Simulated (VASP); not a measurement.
Set up this calculation in VASP 6.6.1, as the native input.

* Task: single point
* Functional: r2SCAN
* Potentials or basis: VASP PAW PBE potentials, release 64 (Si)
* Cutoff: 520 eV
* k mesh: 13 × 13 × 13
* Occupations: fermi-dirac, width 0.08 eV
* Spin: no spin polarisation
* Dipole correction: no
* Further INCAR settings: ALGO = Normal; EDIFF = 1e-06; NBANDS = 11

Si:

```
Si
1.0
     0.00000    2.08597    2.08597
     2.08597    0.00000    2.08597
     2.08597    2.08597    0.00000
Si
2
Direct
  0.87500 0.87500 0.87500
  0.12500 0.12500 0.12500
```

This cell differs from its parent crystal: volume scaled by 0.45, partial waves polarizable.

These files were run (other wordings do the same):

POSCAR

```
Si
1.0
    0.0000000000      2.0859687493      2.0859687493
    2.0859687493      0.0000000000      2.0859687493
    2.0859687493      2.0859687493      0.0000000000
Si
2
Direct
   -0.1250000000     -0.1250000000     -0.1250000000
    0.1250000000      0.1250000000      0.1250000000
```

INCAR.step1

```
SYSTEM = Si
PREC = Accurate ; ENCUT = 520
ISMEAR = -1 ; SIGMA = 0.08
LREAL = .FALSE. ; LASPH = .TRUE.
NELM = 60 ; NBANDS = 11
GGA = PE ; ALGO = Normal
EDIFF = 1E-4 ; LWAVE = .TRUE.
LCHARG = .FALSE.
```

INCAR.step2

```
SYSTEM = Si
PREC = Accurate ; ENCUT = 520
EDIFF = 1E-6 ; ISMEAR = -1
SIGMA = 0.08 ; LREAL = .FALSE.
LASPH = .TRUE. ; NELM = 60
ALGO = Normal ; ISIF = 2
LWAVE = .FALSE. ; LCHARG = .FALSE.
METAGGA = R2SCAN ; LMIXTAU = .TRUE.
NBANDS = 11 ; ISTART = 1
```

KPOINTS

```
regular mesh
0
G
  13 13 13
  0 0 0
```

Potentials or basis: VASP PAW PBE potentials, release 64 (Si).

Command:

```sh
$ cat potpaw_PBE.64/Si/POTCAR > POTCAR
$ cp INCAR.step1 INCAR
$ mpirun -np 1 vasp_std > vasp.out
$ cp INCAR.step2 INCAR
$ mpirun -np 1 vasp_std > vasp.out
```

It gave:

```
Pressure               : 344.3 GPa
Band gap on the k mesh : zero (band 4 reaches 17.33 eV, above the bottom of band 5 at 15.52 eV)
```

Caveat: the PAW data sets were made with another functional, which shifts forces and pressure a little.

It took 30 s on 1 thread of Intel(R) Xeon(R) Platinum 8559C (Emerald Rapids), with other jobs on the host, peak memory 0.13 GiB.
